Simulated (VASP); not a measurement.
Set up this calculation in VASP 6.6.1, as the native input.

```
Task                   : single point
Functional             : PBE
Potentials or basis    : VASP PAW PBE potentials, release 64 (K_sv, Hf_pv, Se)
Cutoff                 : 520 eV
k mesh                 : 10 × 10 × 4
Occupations            : gaussian, width 0.1 eV
Spin                   : no spin polarisation
Dipole correction      : no
Further INCAR settings : ALGO = Normal; EDIFF = 1e-07; NBANDS = 32
```

The structure of K2HfSe3 lies in POSCAR:

```
K2HfSe3
1.0
    4.0651868575      0.0000000000      0.0000000000
    0.0000000000      4.0651868575      0.0000000000
    0.0000000000      0.0000000000      9.5274134100
K Hf Se
2 1 3
Direct
    0.0000000000      0.5000000000      0.6381404862
    0.5000000000      0.0000000000      0.3618595138
    0.0000000000      0.0000000000      0.0000000000
    0.5000000000      0.5000000000      0.0000000000
    0.0000000000      0.5000000000      0.2398347946
    0.5000000000      0.0000000000      0.7601652054
```

The cell was generated, and may not be a known phase.

The input as run:

INCAR

```
ALGO = Normal
EDIFF = 1E-7
ENCUT = 520
GGA = PE
ISIF = 2
ISMEAR = 0
LASPH = True
LCHARG = False
LREAL = False
LWAVE = False
NBANDS = 32
NELM = 100
PREC = Accurate
SIGMA = 0.1
```

KPOINTS

```
k-points
0
Gamma
  10 10 4
```

Potentials or basis: VASP PAW PBE potentials, release 64 (K_sv, Hf_pv, Se).

The run is started by

```bash
$ cat potpaw_PBE.64/K_sv/POTCAR potpaw_PBE.64/Hf_pv/POTCAR potpaw_PBE.64/Se/POTCAR > POTCAR
$ mpirun -np 1 vasp_std > vasp.out
```

It gave:

* Pressure: -0.1 GPa
* Largest force: 0.032 eV/Å
* Band gap on the k mesh: zero (bands 23 and 24 overlap by 0.38 eV)

Caveat: spin-orbit coupling is left out, which moves the levels of the heavy elements.

It took 4.5 min on 1 thread of Intel(R) Xeon(R) Platinum 8559C (Emerald Rapids), on a shared host, peak memory 0.44 GiB.
